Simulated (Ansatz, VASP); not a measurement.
**InSe in VASP and in Ansatz**

```xyz
8
Lattice="4.0266 0.0000 0.0000 -2.0133 3.4871 0.0000 0.0000 0.0000 28.2707" Properties=species:S:1:pos:R:3 pbc="T T T"
Se    0.0000    0.0000    4.5000
Se    0.0000    0.0000    9.8854
Se    0.0000    0.0000   13.5954
Se    0.0000    0.0000   18.9807
In    2.0133    1.1624    5.7954
In    2.0133    1.1624    8.5899
In   -2.0133   -1.1624   14.8908
In   -2.0133   -1.1624   17.6853
```

Alike in both runs: task single point; functional PBE; dispersion D3(BJ); k mesh 9 × 9 × 1; occupations gaussian, width 0.05 eV; no spin polarisation.

|  | VASP | Ansatz |
| --- | --- | --- |
| version | VASP 6.6.1 | Ansatz 0.2.0 |
| potentials or method | VASP PAW PBE potentials, release 64 (Se, In_d), cutoff 520 eV | scalar-relativistic, plane waves, PAW |
| valence electrons in the cell | 76 | 116 |

```csv
,VASP,Ansatz,Ansatz less VASP
gap on the k mesh at the Fermi level (eV),1.19,1.21,+0.011
least direct gap on the mesh (eV),1.25,1.25,+0.009
rms of the force components (eV/Å),0.007,0.002,-0.0049
```

VASP's potentials hold 76 valence electrons a cell and Ansatz's 116, so a difference there can come from the potentials and not from the codes.
